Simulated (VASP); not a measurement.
# Si2Ni (Fm-3m) in VASP: a series of runs, part 2 of 2

VASP 6.6.1. Earlier steps stand in the parts before.

## Step 3: Single point, PBE+U, collinear spin, ferromagnetic start

File INCAR:

```
PREC = Accurate
ENCUT = 520
EDIFF = 1E-6
ISMEAR = -1
SIGMA = 0.05
LREAL = False
LASPH = True
NELM = 150
ALGO = Normal
ISIF = 2
LWAVE = False
LCHARG = False
ISPIN = 2
MAGMOM = 1 0 0
LORBIT = 11
LMAXMIX = 4
LDAU = True
LDAUTYPE = 2
LDAUL = 2 -1
LDAUU = 1 0
LDAUJ = 0 0
LDAUPRINT = 1
GGA = PE
NBANDS = 20
```

File KPOINTS:

```
regular mesh
0
Gamma
  9 9 9
```

File POSCAR:

```
Si2Ni
1.0
    0.0000000000      2.7251701481      2.7251701481
    2.7251701481      0.0000000000      2.7251701481
    2.7251701481      2.7251701481      0.0000000000
Ni Si
1 2
Direct
    0.0000000000      0.0000000000      0.0000000000
    0.7500000000      0.7500000000      0.7500000000
    0.2500000000      0.2500000000      0.2500000000
```

Potentials or basis: VASP PAW PBE potentials, release 64 (Ni, Si).

Command:

```bash
$ cat potpaw_PBE.64/Ni/POTCAR potpaw_PBE.64/Si/POTCAR > POTCAR
$ mpirun -np 1 vasp_std > vasp.out
```

OUTCAR:

```text
PREC = Accurate
   ENCUT = 520
   EDIFF = 1E-6
   ISMEAR = -1
   LREAL = False
   LASPH = True
   NELM = 150
   ISIF = 2
   ISPIN = 2
   LORBIT = 11
   GGA = PE

 ion  position               nearest neighbor table
   1  0.000  0.000  0.000-   2 2.36   2 2.36   2 2.36   2 2.36   3 2.36   3 2.36   3 2.36   3 2.36

   2  0.750  0.750  0.750-   1 2.36   1 2.36   1 2.36   1 2.36   3 2.73   3 2.73   3 2.73   3 2.73
                             3 2.73   3 2.73
   3  0.250  0.250  0.250-   1 2.36   1 2.36   1 2.36   1 2.36   2 2.73   2 2.73   2 2.73   2 2.73
                             2 2.73   2 2.73

  LATTYP: Found a face centered cubic cell.
 ALAT       =     5.4503402962

  Lattice vectors:

 A1 = (   0.0000000000,   2.7251701481,   2.7251701481)
 A2 = (   2.7251701481,   0.0000000000,   2.7251701481)
 A3 = (   2.7251701481,   2.7251701481,   0.0000000000)

Analysis of symmetry for initial positions (statically):
=====================================================================
 Subroutine PRICEL returns:
[... 1344 lines left out ...]

------------------------ aborting loop because EDIFF is reached ----------------------------------------

  FORCE on cell =-STRESS in cart. coord.  units (eV):
  Direction    XX          YY          ZZ          XY          YZ          ZX
  --------------------------------------------------------------------------------------
  -------------------------------------------------------------------------------------
  Total       -0.1934432     -0.1934432     -0.1934432      0.0000000      0.0000000      0.0000000
  in kB       -7.6569023     -7.6569023     -7.6569023      0.0000000      0.0000000      0.0000000
  external PRESSURE =      -7.6569023 kB  Pullay stress =       0.0000000 kB

 VOLUME and BASIS-vectors are now :
 -----------------------------------------------------------------------------
  energy-cutoff  :      520.00
  volume of cell :       40.48
      direct lattice vectors                 reciprocal lattice vectors
     0.000000000  2.725170148  2.725170148    -0.183474782  0.183474782  0.183474782
     2.725170148  0.000000000  2.725170148     0.183474782 -0.183474782  0.183474782
     2.725170148  2.725170148  0.000000000     0.183474782  0.183474782 -0.183474782

 POSITION                                       TOTAL-FORCE (eV/Angst)
 -----------------------------------------------------------------------------------
      0.00000      0.00000      0.00000         0.000000     -0.000000      0.000000
      4.08776      4.08776      4.08776        -0.000000     -0.000000      0.000000
      1.36259      1.36259      1.36259        -0.000000      0.000000     -0.000000
 -----------------------------------------------------------------------------------
    total drift:                                0.000000     -0.000000     -0.000000

  FREE ENERGIE OF THE ION-ELECTRON SYSTEM (eV)
  ---------------------------------------------------
  free  energy   TOTEN  =       -16.7397613665 eV

  energy  without entropy=      -16.7335519161  energy(sigma->0) =      -16.73665664

 total charge

# of ion       s       p       d       tot
------------------------------------------
    1        0.543   0.752   8.487   9.782
    2        0.750   0.824   0.000   1.574
    3        0.750   0.824   0.000   1.574
--------------------------------------------------
tot          2.043   2.400   8.487  12.930

 magnetization (x)

# of ion       s       p       d       tot
------------------------------------------
    1        0.000   0.000   0.000   0.000
    2        0.000   0.000   0.000   0.000
    3        0.000   0.000   0.000   0.000
--------------------------------------------------
tot          0.000   0.000   0.000   0.000
```

stdout:

```text
POSCAR found type information on POSCAR NiSi
 POSCAR found :  2 types and       3 ions
 scaLAPACK will be used
 LDA part: xc-table for (Slater+PW92), standard interpolation
 POSCAR, INCAR and KPOINTS ok, starting setup
 FFT: planning ... GRIDC
 FFT: planning ... GRID_SOFT
 FFT: planning ... GRID
 WAVECAR not read
 entering main loop
```

It took 42 s on 1 thread of Intel Xeon 6975P-C (Granite Rapids), shared host; peak memory 0.2 GiB.

Results:

```
Free energy                                           : -16.7398 eV
Pressure                                              : -0.8 GPa
Band gap on the k mesh                                : zero (filled and empty bands overlap)
Net moment                                            : 0.00 μB per cell
Valence electrons inside the program's atomic spheres : Ni 9.78; Si 1.57
```

Eigenvalues of the final occupation matrices:
```csv
site,spin,trace,eigenvalues
site 1 d,1,4.26,0.83 0.83 0.83 0.89 0.89
site 1 d,2,4.26,0.83 0.83 0.83 0.89 0.89
```

Caveat: the U is typed as a test and isn't derived for this compound. The state reached can hang on the start; a lower one may exist.
